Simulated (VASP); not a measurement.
# CaI2 (P-3m1) in VASP: notebook

Runs on CaI2. Level: LDA. Tasks: electric field gradients.

All numbers are computed with VASP 6.6.1; they aren't measurements. Logs are shortened: lines on timing, memory, paths and dates and some standing lists are left out, and cuts for length are marked.

## (1) The cell of the first run

Symmetry: P-3m1, No. 164, trigonal system. Conventional cell: a = 3.768 Å, b = 3.768 Å, c = 6.250 Å, α = 90.00°, β = 90.00°, γ = 120.00°. Within 3.8 Å of Ca (site symmetry -3m) lie 6 I at 2.84 Å and 6 Ca at 3.77 Å. Within 3.8 Å of I (site symmetry 3m) lie 3 Ca at 2.84 Å and 9 I at 3.38 to 3.77 Å.

## (2) Electric field gradients, LDA (25.61 Å³/atom)

The input, INCAR:

```
SYSTEM = CaI2
PREC     = Accurate       ! precision mode
ENCUT    = 520            ! plane-wave cutoff, eV
EDIFF    = 1E-8           ! SCF threshold, eV
ISMEAR   = -1             ! smearing method
SIGMA    = 0.03           ! smearing width, eV
LREAL    = .False.        ! projectors in reciprocal space
LASPH    = .True.         ! aspherical terms in the spheres
NELM     = 80             ! most SCF steps
ALGO     = Normal         ! electronic algorithm
ISIF     = 2              ! what is computed and relaxed
LWAVE    = .False.        ! write WAVECAR
LCHARG   = .False.        ! write CHGCAR
GGA      = CA             ! functional
LEFG     = .True.       
NBANDS   = 19             ! bands
```

The input, KPOINTS:

```
regular mesh
0
Gamma
  7 7 4
  0 0 0
```

The input, POSCAR:

```
CaI2
1.0
    3.7679595468      0.0000000000      0.0000000000
   -1.8839797734      3.2631486880      0.0000000000
    0.0000000000      0.0000000000      6.2497384280
Ca I
1 2
Direct
    0.0000000000      0.0000000000      0.0000000000
    0.3333333333      0.6666666667      0.2927857377
    0.6666666667      0.3333333333      0.7072142623
```

Potentials or basis: VASP PAW LDA potentials, release 64 (Ca_sv, I).

Started as:

```console
cat potpaw_LDA.64/Ca_sv/POTCAR potpaw_LDA.64/I/POTCAR > POTCAR
mpirun -np 1 vasp_std > vasp.out
```

OUTCAR:

```text
SYSTEM = CaI2
   PREC = Accurate
   ENCUT = 520
   EDIFF = 1E-8
   ISMEAR = -1
   LREAL = .False.
   LASPH = .True.
   NELM = 80
   ISIF = 2
   GGA = CA

 ion  position               nearest neighbor table
   1  0.000  0.000  0.000-   2 2.84   3 2.84   3 2.84   2 2.84   3 2.84   2 2.84
   2  0.333  0.667  0.293-   1 2.84   1 2.84   1 2.84   3 3.38   3 3.38   3 3.38
   3  0.667  0.333  0.707-   1 2.84   1 2.84   1 2.84   2 3.38   2 3.38   2 3.38

  LATTYP: Found a hexagonal cell.
 ALAT       =     3.7679595468
 C/A-ratio  =     1.6586532712

  Lattice vectors:

 A1 = (   3.7679595468,   0.0000000000,   0.0000000000)
 A2 = (  -1.8839797734,   3.2631486880,   0.0000000000)
 A3 = (   0.0000000000,   0.0000000000,   6.2497384280)

Analysis of symmetry for initial positions (statically):
=====================================================================
 Subroutine PRICEL returns:
 Original cell was already a primitive cell.

 Routine SETGRP: Setting up the symmetry group for a
 hexagonal supercell.

 Subroutine GETGRP returns: Found 12 space group operations
 (whereof 12 operations were pure point group operations)
 out of a pool of 24 trial point group operations.

The static configuration has the point symmetry D_3d.

Analysis of symmetry for dynamics (positions and initial velocities):
=====================================================================
 Subroutine PRICEL returns:
 Original cell was already a primitive cell.

 Routine SETGRP: Setting up the symmetry group for a
 hexagonal supercell.

 Subroutine GETGRP returns: Found 12 space group operations
 (whereof 12 operations were pure point group operations)
 out of a pool of 24 trial point group operations.

The dynamic configuration has the point symmetry D_3d.

 Subroutine INISYM returns: Found 12 space group operations
 (whereof 12 operations are pure point group operations),
 and found     1 'primitive' translations

----------------------------------------------------------------------------------------

                                     Primitive cell

  volume of cell :      76.8431

  direct lattice vectors                    reciprocal lattice vectors
     3.767959547  0.000000000  0.000000000     0.265395631  0.153226239  0.000000000
    -1.883979773  3.263148688  0.000000000     0.000000000  0.306452478  0.000000000
     0.000000000  0.000000000  6.249738428     0.000000000  0.000000000  0.160006697

  length of vectors
     3.767959547  3.767959547  6.249738428     0.306452478  0.306452478  0.160006697

  position of ions in fractional coordinates (direct lattice)
     0.000000000  0.000000000  0.000000000
     0.333333333  0.666666667  0.292785738
     0.666666667  0.333333333  0.707214262

  ion indices of the primitive-cell ions
   primitive index   ion index
                 1           1
                 2           2
                 3           3

----------------------------------------------------------------------------------------

 KPOINTS: regular mesh

Automatic generation of k-mesh.
 Grid dimensions read from file:
 generate k-points for:    7    7    4

 Generating k-lattice:

  Cartesian coordinates                     Fractional coordinates (reciprocal lattice)
     0.037913662  0.021889463  0.000000000     0.142857143  0.000000000  0.000000000
     0.000000000  0.043778925  0.000000000     0.000000000  0.142857143  0.000000000
     0.000000000  0.000000000  0.040001674     0.000000000  0.000000000  0.250000000

  Length of vectors
     0.043778925  0.043778925  0.040001674

  Shift w.r.t. Gamma in fractional coordinates (k-lattice)
     0.000000000  0.000000000  0.000000000

 Subroutine IBZKPT returns following result:
 ===========================================

 Found     28 irreducible k-points:

 Following reciprocal coordinates:
            Coordinates               Weight
  0.000000  0.000000  0.000000      1.000000
  0.142857  0.000000  0.000000      6.000000
  0.285714  0.000000  0.000000      6.000000
  0.428571 -0.000000  0.000000      6.000000
  0.142857  0.142857  0.000000      6.000000
  0.285714  0.142857  0.000000     12.000000
[... 16 lines left out ...]
  0.285714  0.000000  0.500000      6.000000
  0.428571 -0.000000  0.500000      6.000000
 [... further k-points ...]
   k-points           NKPTS =     28   k-points in BZ     NKDIM =     28   number of bands    NBANDS=     19
   number of dos      NEDOS =    301   number of ions     NIONS =      3
   total plane-waves  NPLWV =  37632
   dimension x,y,z NGX =    28 NGY =   28 NGZ =   48
   dimension x,y,z NGXF=    56 NGYF=   56 NGZF=   96
   ions per type =               1   2
   NGX,Y,Z   is equivalent  to a cutoff of  12.35, 12.35, 12.77 a.u.
   NGXF,Y,Z  is equivalent  to a cutoff of  24.71, 24.71, 25.54 a.u.
 SYSTEM =  CaI2
   PREC   = accura    normal or accurate (medium, high low for compatibility)
   ISTART =      0    job   : 0-new  1-cont  2-samecut
   ICHARG =      2    charge: 1-file 2-atom 10-const
   ISPIN  =      1    spin polarized calculation?
   LNONCOLLINEAR =      F non collinear calculations
   LSORBIT =      F    spin-orbit coupling
   LASPH  =      T    aspherical Exc in radial PAW
   ENCUT  =  520.0 eV  38.22 Ry    6.18 a.u.   7.01  7.01 11.62*2*pi/ulx,y,z
   NELM   =     80;   NELMIN=  2; NELMDL= -5     # of ELM steps
   EDIFF  = 0.1E-07   stopping-criterion for ELM
   LREAL  =      F    real-space projection
   EDIFFG = 0.1E-06   stopping-criterion for IOM
   NSW    =      0    number of steps for IOM
   IBRION =     -1    ionic relax: 0-MD 1-quasi-New 2-CG
   NFREE  =      0    steps in history (QN), initial steepest desc. (CG)
   ISIF   =      2    stress and relaxation
   ISYM   =      2    0-nonsym 1-usesym 2-fastsym
   POTIM  = 0.5000    time-step for ionic-motion
   TEBEG  =    0.0;   TEEND  =   0.0 temperature during run
   PSTRESS=    0.0 pullay stress
   NELECT =      24.0000    total number of electrons
   NUPDOWN=      -1.0000    fix difference up-down
   EMIN   =  10.00;   EMAX   =-10.00  energy-range for DOS
   EFERMI =   0.00;   METHOD = LEGACY
   ISMEAR =    -1;   SIGMA  =   0.03  broadening in eV -4-tet -1-fermi 0-gaus
   EFERMI_NEDOS =   21; number of points for ismear=-14 and -15
   IALGO  =     38    algorithm
   IMIX   =      4    mixing-type and parameters
     AMIX     =   0.40;   BMIX     =  1.00
     AMIX_MAG =   1.60;   BMIX_MAG =  1.00
  volume/ion in A,a.u.               =      25.61       172.85
  Fermi-wavevector in a.u.,A,eV,Ry     =   1.110735  2.098984 16.785931  1.233731
  Thomas-Fermi vector in A             =   2.247290
   LORBIT       =      0    0 simple, 1 ext, 2 COOP (PROOUT), +10 PAW based schemes
   GGA     = CA    functional components
   LHFCALC =     F    Hartree Fock is set to
   AEXX    =    0.0000 exact exchange contribution
   IVDW    =     0    specifies the selected vdW correction
   LEPSILON=     F    determine dielectric tensor
   LRPA    =     F    only Hartree local field effects (RPA)
 non-spin polarized calculation
  energy-cutoff  :      520.00
  volume of cell :       76.84
 maximum number of plane-waves:      2088
   NGX = 13   NGY = 13   NGZ = 23

 number of electron      24.0000002 magnetization

 Free energy of the ion-electron system (eV)
  ---------------------------------------------------
  ext. energy  EPLUGINS =         0.00000000
  ---------------------------------------------------
  free energy    TOTEN  =        -9.89339023 eV

  energy without entropy =       -9.89339023  energy(sigma->0) =       -9.89339023

 E-fermi :   7.1626     XC(G=0): -10.2845

 val. band max:        6.4746995701   @ k =   0.0000   0.0000   0.0000
 cond. band min:       8.2301459882   @ k =   0.4286  -0.0000   0.0000
 fundamental gap:      1.7554464181
 Fermi energy:         7.1625930622

 k-point     1 :       0.0000    0.0000    0.0000
  band No.  band energies     occupation
      1     -32.6412      2.00000
      2     -14.2240      2.00000
      3     -13.9936      2.00000
      4     -13.9936      2.00000
      5      -7.5013      2.00000
      6      -5.7014      2.00000
[... 11 lines left out ...]
     18      11.2994      0.00000
     19      11.9676      0.00000
[... 489 lines left out ...]
      3     -14.1125      2.00000
      4     -14.0469      2.00000
      5      -6.2444      2.00000
      6      -5.5497      2.00000
[... 11 lines left out ...]
     18      12.2080      0.00000
     19      12.9739      0.00000

 [... further k-points ...]

------------------------ aborting loop because EDIFF is reached ----------------------------------------

  FORCE on cell =-STRESS in cart. coord.  units (eV):
  Direction    XX          YY          ZZ          XY          YZ          ZX
  --------------------------------------------------------------------------------------
  -------------------------------------------------------------------------------------
  Total        8.3565565      8.3565565      8.4051905      0.0000000      0.0000000      0.0000000
  in kB      174.2340369    174.2340369    175.2480547      0.0000000      0.0000000      0.0000000
  external PRESSURE =     174.5720428 kB  Pullay stress =       0.0000000 kB

 VOLUME and BASIS-vectors are now :
 -----------------------------------------------------------------------------
  energy-cutoff  :      520.00
  volume of cell :       76.84
      direct lattice vectors                 reciprocal lattice vectors
     3.767959547  0.000000000  0.000000000     0.265395631  0.153226239  0.000000000
    -1.883979773  3.263148688  0.000000000     0.000000000  0.306452478  0.000000000
     0.000000000  0.000000000  6.249738428     0.000000000  0.000000000  0.160006697

 POSITION                                       TOTAL-FORCE (eV/Angst)
 -----------------------------------------------------------------------------------
      0.00000      0.00000      0.00000         0.000000      0.000000      0.000000
     -0.00000      2.17543      1.82983        -0.000000      0.000000      0.044320
      1.88398      1.08772      4.41990         0.000000      0.000000     -0.044320
 -----------------------------------------------------------------------------------
    total drift:                                0.000000      0.000000     -0.000000

  FREE ENERGIE OF THE ION-ELECTRON SYSTEM (eV)
  ---------------------------------------------------
  free  energy   TOTEN  =        -9.8933902257 eV

  energy  without entropy=       -9.8933902257  energy(sigma->0) =       -9.89339023

 Electric field gradients (V/A^2)
---------------------------------------------------------------------
 ion       V_xx      V_yy      V_zz      V_xy      V_xz      V_yz
---------------------------------------------------------------------
   1       5.524     5.523   -11.046    -0.001     0.000    -0.000
   2     -35.897   -35.897    71.794    -0.000     0.000    -0.000
   3     -35.897   -35.897    71.794    -0.000     0.000    -0.000
---------------------------------------------------------------------

 Electric field gradients after diagonalization (V/A^2)
 (convention: |V_zz| > |V_xx| > |V_yy|)
----------------------------------------------------------------------
 ion       V_xx      V_yy      V_zz     asymmetry (V_yy - V_xx)/ V_zz
----------------------------------------------------------------------
   1       5.524     5.522   -11.046       0.000
   2     -35.897   -35.897    71.794       0.000
   3     -35.897   -35.897    71.794       0.000
----------------------------------------------------------------------

           NMR quadrupolar parameters

 Cq : quadrupolar parameter    Cq=e*Q*V_zz/h
 eta: asymmetry parameters     (V_yy - V_xx)/ V_zz
 Q  : nuclear electric quadrupole moment in mb (millibarn)
----------------------------------------------------------------------
 ion       Cq(MHz)       eta       Q (mb)
----------------------------------------------------------------------
   1      -0.027       0.000       1.000
   2       0.174       0.000       1.000
   3       0.174       0.000       1.000
----------------------------------------------------------------------
```

It took 26 s on 1 thread of Intel Xeon Platinum 8488C (Sapphire Rapids), shared host; peak memory 0.18 GiB.

What came out:

```
Free energy                             : -9.8934 eV
Pressure                                : 17.5 GPa
Largest force                           : 0.044 eV/Å
Band gap on the k mesh                  : 1.76 eV (least direct gap 2.77 eV)
Largest electric field gradient by atom : Ca -11.0; I +71.8 V/Å²
```

Forces in eV/Å, atoms in the order of the input:
```
Ca   0.000  0.000  0.000
I    0.000  0.000  0.044
I    0.000  0.000 -0.044
```

Stress tensor (GPa, compression positive):
```
17.42  0.00  0.00
 0.00 17.42  0.00
 0.00  0.00 17.52
```

Electric field gradients, principal values (V/Å²):
| atom | least | middle | greatest (by size) |
| --- | --- | --- | --- |
| 1 Ca | 5.522 | 5.524 | -11.046 |
| 2 I | -35.897 | -35.897 | 71.794 |
| 3 I | -35.897 | -35.897 | 71.794 |

Caveat: the cell stands under pressure; without QUAD_EFG the Cq values of the log hold for a quadrupole moment of 1 mb, not for the nuclei; spin-orbit coupling is left out, which moves the levels of the heavy elements; an odd mesh through Γ misses points on the zone boundary, where band edges can lie.

(Part 1 of 2 ends here.)
